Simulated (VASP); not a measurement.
# B (Pm-3n) in VASP: a series of runs

The runs below take B through single point, relaxation of cell and atoms, with BLYP.

Program: VASP 6.6.1. These are calculated values, not measurements. Logs are shortened: lines on timing, memory, paths and dates and some standing lists are left out, and cuts for length are marked.

**1. The cell of the first run**

The structure is cubic, space group Pm-3n (No. 223). Conventional cell: a = 3.712 Å, b = 3.712 Å, c = 3.712 Å, α = 90.00°, β = 90.00°, γ = 90.00°. B (site symmetry m-3) has 12 B at 2.08 Å within 2.7 Å. B (site symmetry -4m2) has 14 B at 1.86 to 2.27 Å within 2.5 Å.

**2. Single point, BLYP**

INCAR reads:

```
SYSTEM = B
PREC     = Accurate       ! precision mode
ENCUT    = 520            ! plane-wave cutoff, eV
EDIFF    = 1E-7           ! SCF threshold, eV
ISMEAR   = -1             ! smearing method
SIGMA    = 0.1            ! smearing width, eV
LREAL    = .FALSE.        ! projectors in reciprocal space
LASPH    = .TRUE.         ! aspherical terms in the spheres
NELM     = 80             ! most SCF steps
ALGO     = Normal         ! electronic algorithm
ISIF     = 2              ! what is computed and relaxed
LWAVE    = .FALSE.        ! write WAVECAR
LCHARG   = .FALSE.        ! write CHGCAR
GGA      = B5             ! functional
ALDAX    = 1.0          
AGGAX    = 1.0          
AGGAC    = 1.0          
ALDAC    = 0.0          
NBANDS   = 22             ! bands
```

KPOINTS reads:

```
Automatic mesh
0
G
  7 7 7
  0 0 0
```

POSCAR reads:

```
B
1.0
    3.7120314205      0.0000000000      0.0000000000
    0.0000000000      3.7120314205      0.0000000000
    0.0000000000      0.0000000000      3.7120314205
B
8
Direct
    0.0000000000      0.0000000000      1.0000000000
    0.5000000000      0.5000000000      0.5000000000
    0.2500000000      0.0000000000      0.5000000000
    0.7500000000      0.0000000000      0.5000000000
    0.5000000000      0.2500000000      1.0000000000
    0.5000000000      0.7500000000      1.0000000000
    1.0000000000      0.5000000000      0.2500000000
    1.0000000000      0.5000000000      0.7500000000
```

Potentials or basis: VASP PAW PBE potentials, release 64 (B).

Command:

```sh
$ cat potpaw_PBE.64/B/POTCAR > POTCAR
$ mpirun -np 1 vasp_std > vasp.out
```

OUTCAR:

```text
SYSTEM = B
   PREC = Accurate
   ENCUT = 520
   EDIFF = 1E-7
   ISMEAR = -1
   LREAL = .FALSE.
   LASPH = .TRUE.
   NELM = 80
   ISIF = 2
   GGA = B5

 ion  position               nearest neighbor table
   1  0.000  0.000  0.000-   3 2.08   4 2.08   5 2.08   6 2.08   7 2.08   8 2.08   3 2.08   4 2.08
                             7 2.08   8 2.08   5 2.08   6 2.08
   2  0.500  0.500  0.500-   3 2.08   4 2.08   5 2.08   6 2.08   7 2.08   8 2.08   5 2.08   6 2.08
                             3 2.08   4 2.08   7 2.08   8 2.08
   3  0.250  0.000  0.500-   4 1.86   4 1.86   1 2.08   1 2.08   2 2.08   2 2.08
   4  0.750  0.000  0.500-   3 1.86   3 1.86   1 2.08   1 2.08   2 2.08   2 2.08
   5  0.500  0.250  0.000-   6 1.86   6 1.86   1 2.08   2 2.08   2 2.08   1 2.08
   6  0.500  0.750  0.000-   5 1.86   5 1.86   1 2.08   2 2.08   2 2.08   1 2.08
   7  0.000  0.500  0.250-   8 1.86   8 1.86   1 2.08   2 2.08   1 2.08   2 2.08
   8  0.000  0.500  0.750-   7 1.86   7 1.86   1 2.08   2 2.08   1 2.08   2 2.08

  LATTYP: Found a simple cubic cell.
 ALAT       =     3.7120314205

  Lattice vectors:

 A1 = (   3.7120314205,   0.0000000000,   0.0000000000)
 A2 = (   0.0000000000,   3.7120314205,   0.0000000000)
 A3 = (   0.0000000000,   0.0000000000,   3.7120314205)

Analysis of symmetry for initial positions (statically):
=====================================================================
 Subroutine PRICEL returns:
 Original cell was already a primitive cell.

 Routine SETGRP: Setting up the symmetry group for a
 simple cubic supercell.

 Subroutine GETGRP returns: Found 48 space group operations
 (whereof 24 operations were pure point group operations)
 out of a pool of 48 trial point group operations.

The static configuration has the point symmetry T_h .
 The point group associated with its full space group is O_h .

Analysis of symmetry for dynamics (positions and initial velocities):
=====================================================================
 Subroutine PRICEL returns:
 Original cell was already a primitive cell.

 Routine SETGRP: Setting up the symmetry group for a
 simple cubic supercell.

 Subroutine GETGRP returns: Found 48 space group operations
 (whereof 24 operations were pure point group operations)
 out of a pool of 48 trial point group operations.

The dynamic configuration has the point symmetry T_h .
 The point group associated with its full space group is O_h .

 Subroutine INISYM returns: Found 48 space group operations
 (whereof 24 operations are pure point group operations),
 and found     1 'primitive' translations

----------------------------------------------------------------------------------------

                                     Primitive cell

  volume of cell :      51.1487

  direct lattice vectors                    reciprocal lattice vectors
     3.712031420  0.000000000  0.000000000     0.269394271  0.000000000  0.000000000
     0.000000000  3.712031420  0.000000000     0.000000000  0.269394271  0.000000000
     0.000000000  0.000000000  3.712031420     0.000000000  0.000000000  0.269394271

  length of vectors
     3.712031420  3.712031420  3.712031420     0.269394271  0.269394271  0.269394271

  position of ions in fractional coordinates (direct lattice)
     0.000000000  0.000000000  0.000000000
     0.500000000  0.500000000  0.500000000
     0.250000000  0.000000000  0.500000000
     0.750000000  0.000000000  0.500000000
     0.500000000  0.250000000  0.000000000
     0.500000000  0.750000000  0.000000000
     0.000000000  0.500000000  0.250000000
     0.000000000  0.500000000  0.750000000

  ion indices of the primitive-cell ions
   primitive index   ion index
                 1           1
                 2           2
                 3           3
                 4           4
                 5           5
                 6           6
                 7           7
                 8           8

----------------------------------------------------------------------------------------

 KPOINTS: Automatic mesh

Automatic generation of k-mesh.
 Grid dimensions read from file:
 generate k-points for:    7    7    7

 Generating k-lattice:

  Cartesian coordinates                     Fractional coordinates (reciprocal lattice)
     0.038484896  0.000000000  0.000000000     0.142857143  0.000000000  0.000000000
     0.000000000  0.038484896  0.000000000     0.000000000  0.142857143  0.000000000
     0.000000000  0.000000000  0.038484896     0.000000000  0.000000000  0.142857143

  Length of vectors
     0.038484896  0.038484896  0.038484896

  Shift w.r.t. Gamma in fractional coordinates (k-lattice)
     0.000000000  0.000000000  0.000000000

 Subroutine IBZKPT returns following result:
 ===========================================

 Found     20 irreducible k-points:

 Following reciprocal coordinates:
            Coordinates               Weight
  0.000000  0.000000  0.000000      1.000000
  0.142857  0.000000  0.000000      6.000000
  0.285714  0.000000  0.000000      6.000000
  0.428571  0.000000  0.000000      6.000000
  0.142857  0.142857  0.000000     12.000000
  0.285714  0.142857  0.000000     24.000000
[... 12 lines left out ...]
  0.428571  0.428571  0.285714     24.000000
  0.428571  0.428571  0.428571      8.000000
   k-points           NKPTS =     20   k-points in BZ     NKDIM =     20   number of bands    NBANDS=     22
   number of dos      NEDOS =    301   number of ions     NIONS =      8
   total plane-waves  NPLWV =  21952
   dimension x,y,z NGX =    28 NGY =   28 NGZ =   28
   dimension x,y,z NGXF=    56 NGYF=   56 NGZF=   56
   ions per type =               8
   NGX,Y,Z   is equivalent  to a cutoff of  12.54, 12.54, 12.54 a.u.
   NGXF,Y,Z  is equivalent  to a cutoff of  25.08, 25.08, 25.08 a.u.
 SYSTEM =  B
   PREC   = accura    normal or accurate (medium, high low for compatibility)
   ISTART =      0    job   : 0-new  1-cont  2-samecut
   ICHARG =      2    charge: 1-file 2-atom 10-const
   ISPIN  =      1    spin polarized calculation?
   LNONCOLLINEAR =      F non collinear calculations
   LSORBIT =      F    spin-orbit coupling
   LASPH  =      T    aspherical Exc in radial PAW
   ENCUT  =  520.0 eV  38.22 Ry    6.18 a.u.   6.90  6.90  6.90*2*pi/ulx,y,z
   NELM   =     80;   NELMIN=  2; NELMDL= -5     # of ELM steps
   EDIFF  = 0.1E-06   stopping-criterion for ELM
   LREAL  =      F    real-space projection
   EDIFFG = 0.1E-05   stopping-criterion for IOM
   NSW    =      0    number of steps for IOM
   IBRION =     -1    ionic relax: 0-MD 1-quasi-New 2-CG
   NFREE  =      0    steps in history (QN), initial steepest desc. (CG)
   ISIF   =      2    stress and relaxation
   ISYM   =      2    0-nonsym 1-usesym 2-fastsym
   POTIM  = 0.5000    time-step for ionic-motion
   TEBEG  =    0.0;   TEEND  =   0.0 temperature during run
   PSTRESS=    0.0 pullay stress
   NELECT =      24.0000    total number of electrons
   NUPDOWN=      -1.0000    fix difference up-down
   EMIN   =  10.00;   EMAX   =-10.00  energy-range for DOS
   EFERMI =   0.00;   METHOD = LEGACY
   ISMEAR =    -1;   SIGMA  =   0.10  broadening in eV -4-tet -1-fermi 0-gaus
   EFERMI_NEDOS =   21; number of points for ismear=-14 and -15
   IALGO  =     38    algorithm
   IMIX   =      4    mixing-type and parameters
     AMIX     =   0.40;   BMIX     =  1.00
     AMIX_MAG =   1.60;   BMIX_MAG =  1.00
  volume/ion in A,a.u.               =       6.39        43.15
  Fermi-wavevector in a.u.,A,eV,Ry     =   1.272136  2.403989 22.018722  1.618330
  Thomas-Fermi vector in A             =   2.405031
   LORBIT       =      0    0 simple, 1 ext, 2 COOP (PROOUT), +10 PAW based schemes
   GGA     = B5    functional components
   LHFCALC =     F    Hartree Fock is set to
   AEXX    =    0.0000 exact exchange contribution
   IVDW    =     0    specifies the selected vdW correction
   LEPSILON=     F    determine dielectric tensor
   LRPA    =     F    only Hartree local field effects (RPA)
 non-spin polarized calculation
  energy-cutoff  :      520.00
  volume of cell :       51.15
 maximum number of plane-waves:      1394
 NGX is ok and might be reduce to    28
   NGX = 13   NGY = 13   NGZ = 13

 number of electron      24.0000000 magnetization

 Free energy of the ion-electron system (eV)
  ---------------------------------------------------
  ext. energy  EPLUGINS =         0.00000000
  ---------------------------------------------------
  free energy    TOTEN  =       -33.82014814 eV

  energy without entropy =      -33.75580197  energy(sigma->0) =      -33.78797506

 E-fermi :  10.0609     XC(G=0): -12.0279

 val. band max:       10.0434295583   @ k =   0.0000   0.0000   0.0000
 cond. band min:      10.2011404115   @ k =   0.4286   0.2857   0.0000
 fundamental gap:      0.1577108532
 Fermi energy:        10.0609024842

 k-point     1 :       0.0000    0.0000    0.0000
  band No.  band energies     occupation
      1      -8.0785      2.00000
      2       0.1828      2.00000
      3       0.1828      2.00000
      4       0.1828      2.00000
      5       0.7736      2.00000
      6       0.7786      2.00000
[... 14 lines left out ...]
     21      16.1472      0.00000
     22      16.1472      0.00000

 k-point     2 :       0.1429    0.0000    0.0000
  band No.  band energies     occupation
      1      -7.9002      2.00000
      2      -1.7451      2.00000
      3       0.3629      2.00000
      4       0.3629      2.00000
      5       0.8871      2.00000
      6       0.8996      2.00000
[... 14 lines left out ...]
     21      15.5064      0.00000
     22      15.5261      0.00000
[... 423 lines left out ...]
     21      16.3307      0.00000
     22      16.5797      0.00000

 k-point    20 :       0.4286    0.4286    0.4286
  band No.  band energies     occupation
      1      -3.2939      2.00000
      2      -2.0935      2.00000
      3      -2.0935      2.00000
      4      -2.0370      2.00000
      5      -0.9070      2.00000
      6      -0.9070      2.00000
[... 14 lines left out ...]
     21      16.2735      0.00000
     22      16.2736      0.00000

------------------------ aborting loop because EDIFF is reached ----------------------------------------

  FORCE on cell =-STRESS in cart. coord.  units (eV):
  Direction    XX          YY          ZZ          XY          YZ          ZX
  --------------------------------------------------------------------------------------
  -------------------------------------------------------------------------------------
  Total        0.0062582      0.0062582      0.0062582     -0.0000000     -0.0000000     -0.0000000
  in kB        0.1960314      0.1960314      0.1960314     -0.0000000     -0.0000000     -0.0000000
  external PRESSURE =       0.1960314 kB  Pullay stress =       0.0000000 kB

 VOLUME and BASIS-vectors are now :
 -----------------------------------------------------------------------------
  energy-cutoff  :      520.00
  volume of cell :       51.15
      direct lattice vectors                 reciprocal lattice vectors
     3.712031420  0.000000000  0.000000000     0.269394271  0.000000000  0.000000000
     0.000000000  3.712031420  0.000000000     0.000000000  0.269394271  0.000000000
     0.000000000  0.000000000  3.712031420     0.000000000  0.000000000  0.269394271

 POSITION                                       TOTAL-FORCE (eV/Angst)
 -----------------------------------------------------------------------------------
      0.00000      0.00000      0.00000         0.000000     -0.000000     -0.000000
      1.85602      1.85602      1.85602         0.000000     -0.000000     -0.000000
      0.92801      0.00000      1.85602        -0.000000      0.000000      0.000000
      2.78402      0.00000      1.85602         0.000000     -0.000000     -0.000000
      1.85602      0.92801      0.00000         0.000000     -0.000000      0.000000
      1.85602      2.78402      0.00000        -0.000000      0.000000      0.000000
      0.00000      1.85602      0.92801         0.000000      0.000000      0.000000
      0.00000      1.85602      2.78402        -0.000000      0.000000     -0.000000
 -----------------------------------------------------------------------------------
    total drift:                                0.000000      0.000000     -0.000000

  FREE ENERGIE OF THE ION-ELECTRON SYSTEM (eV)
  ---------------------------------------------------
  free  energy   TOTEN  =       -33.8201481392 eV

  energy  without entropy=      -33.7558019741  energy(sigma->0) =      -33.78797506
```

Run time: 18 s. Hardware: 1 thread of Intel Xeon 6975P-C (Granite Rapids), shared host; peak memory 0.15 GiB.

What came out:

| Item | Value |
| --- | --- |
| Free energy | -33.8201 eV |
| Pressure | 0.0 GPa |
| Band gap on the k mesh | zero (band 12 reaches 13.01 eV, above the bottom of band 13 at 9.32 eV) |

Caveat: the PAW data sets were made with another functional, which shifts forces and pressure a little.

**3. Single point, BLYP**

INCAR reads:

```
PREC = Accurate
ENCUT = 520
EDIFF = 1E-6
ISMEAR = -1
SIGMA = 0.1
LREAL = F
LASPH = T
NELM = 100
ALGO = Normal
ISIF = 2
LWAVE = F
LCHARG = F
GGA = B5
ALDAX = 1.0
AGGAX = 1.0
AGGAC = 1.0
ALDAC = 0.0
NBANDS = 22
```

KPOINTS reads:

```
regular mesh
0
Gamma
  9 9 9
```

POSCAR is that of step 2.

Potentials or basis: VASP PAW PBE potentials, release 64 (B).

Command:

```sh
$ cat potpaw_PBE.64/B/POTCAR > POTCAR
$ mpirun -np 1 vasp_std > vasp.out
```

Wall time 20 s (1 thread of Intel Xeon 6975P-C (Granite Rapids), shared host); peak memory 0.16 GiB.

Results (log left out):

| Item | Value |
| --- | --- |
| Free energy | -33.8102 eV |
| Pressure | -0.5 GPa |
| Band gap on the k mesh | zero (band 12 reaches 13.32 eV, above the bottom of band 13 at 9.24 eV) |

Levels at points of the mesh, in eV from the Fermi level:
| k point | band 8 | band 9 | band 10 | band 11 | band 12 | band 13 | band 14 | band 15 | band 16 | band 17 |
| --- | --- | --- | --- | --- | --- | --- | --- | --- | --- | --- |
| (0.00, 0.00, 0.00) | -2.44 | -2.44 | -2.39 | -2.39 | -2.39 | 0.02 | 0.02 | 0.02 | 2.09 | 2.09 |

Caveat: the PAW data sets were made with another functional, which shifts forces and pressure a little.

**4. Relaxation of cell and atoms, BLYP**

This run uses another cell than the first one, of 6.55 Å³/atom, 1.025 times its volume.

INCAR reads:

```
  PREC = Accurate
  ENCUT = 600
  EDIFF = 1E-7
  ISMEAR = -1
  SIGMA = 0.1
  LREAL = False
  LASPH = True
  NELM = 80
  ALGO = Normal
  ISIF = 3
  LWAVE = False
  LCHARG = False
  GGA = B5
  ALDAX = 1.0
  AGGAX = 1.0
  AGGAC = 1.0
  ALDAC = 0.0
  IBRION = 2
  NSW = 80
  EDIFFG = -0.01
```

KPOINTS reads:

```
Automatic mesh
0
Gamma
  7 7 7
```

POSCAR reads:

```
B
1.0
    3.7428346132      0.0000000000      0.0000000000
    0.0000000000      3.7428346132      0.0000000000
    0.0000000000      0.0000000000      3.7428346132
B
8
Direct
    0.0000000000      0.0000000000      0.0000000000
    0.5000000000      0.5000000000      0.5000000000
    0.2500000000      0.0000000000      0.5000000000
    0.7500000000      0.0000000000      0.5000000000
    0.5000000000      0.2500000000      0.0000000000
    0.5000000000      0.7500000000      0.0000000000
    0.0000000000      0.5000000000      0.2500000000
    0.0000000000      0.5000000000      0.7500000000
```

Command:

```sh
$ cat potpaw_PBE.64/B/POTCAR > POTCAR
$ mpirun -np 1 vasp_std > vasp.out
```

Wall time 39 s (1 thread of Intel Xeon 6975P-C (Granite Rapids), shared host); peak memory 0.16 GiB.

It converged, with:

```
Free energy                            : -33.8258 eV
Relaxed volume                         : 6.39 Å³/atom
Relaxed cell                           : a = 3.712 Å, b = 3.712 Å, c = 3.712 Å, α = 90.00°, β = 90.00°, γ = 90.00°
Space group after relaxing (to 0.05 Å) : Pm-3n (No. 223)
Energy gained by relaxing              : 2.5 meV/atom
Ionic steps                            : 3
Pressure after relaxing                : 0.0 GPa
Band gap on the k mesh                 : zero (band 12 reaches 13.01 eV, above the bottom of band 13 at 9.32 eV)
```

Step by step:
```
step  energy change (eV)  largest force (eV/Å)  pressure (GPa)  volume (Å³)
   1              0.0000                0.0000           -4.89        52.43
   2             -0.0195                0.0000            0.87        50.93
   3             -0.0201                0.0000            0.00        51.14
```

Final structure:
```
B
1.0
     3.71188    0.00000    0.00000
     0.00000    3.71188    0.00000
     0.00000    0.00000    3.71188
B
8
Direct
  0.00000 0.00000 0.00000
  0.50000 0.50000 0.50000
  0.25000 0.00000 0.50000
  0.75000 0.00000 0.50000
  0.50000 0.25000 0.00000
  0.50000 0.75000 0.00000
  0.00000 0.50000 0.25000
  0.00000 0.50000 0.75000
```

Levels at points of the mesh, in eV from the Fermi level:
| k point | band 9 | band 10 | band 11 | band 12 | band 13 | band 14 | band 15 | band 16 |
| --- | --- | --- | --- | --- | --- | --- | --- | --- |
| (0.00, 0.00, 0.00) | -2.48 | -2.43 | -2.43 | -2.43 | -0.02 | -0.02 | -0.02 | 2.05 |

Caveat: the PAW data sets were made with another functional, which shifts forces and pressure a little.

**5. Summary**

```csv
task,cell,k mesh,cutoff (eV),gap on the mesh (eV),pressure (GPa)
single point,"a = 3.712 Å, 8 atoms",7 × 7 × 7,520,none,0.0
single point,"a = 3.712 Å, 8 atoms",9 × 9 × 9,520,none,-0.5
relaxation of cell and atoms,"relaxed from a = 3.743 Å, 8 atoms",7 × 7 × 7,600,none,0.0
```

Alike in all rows: level BLYP; potentials or basis VASP PAW PBE potentials, release 64 (B); no spin polarisation; smearing fermi-dirac 0.1 eV.

Caveats: the PAW data sets were made with another functional, which shifts forces and pressure a little.

Absolute energies hang on the potentials; compare differences alone.
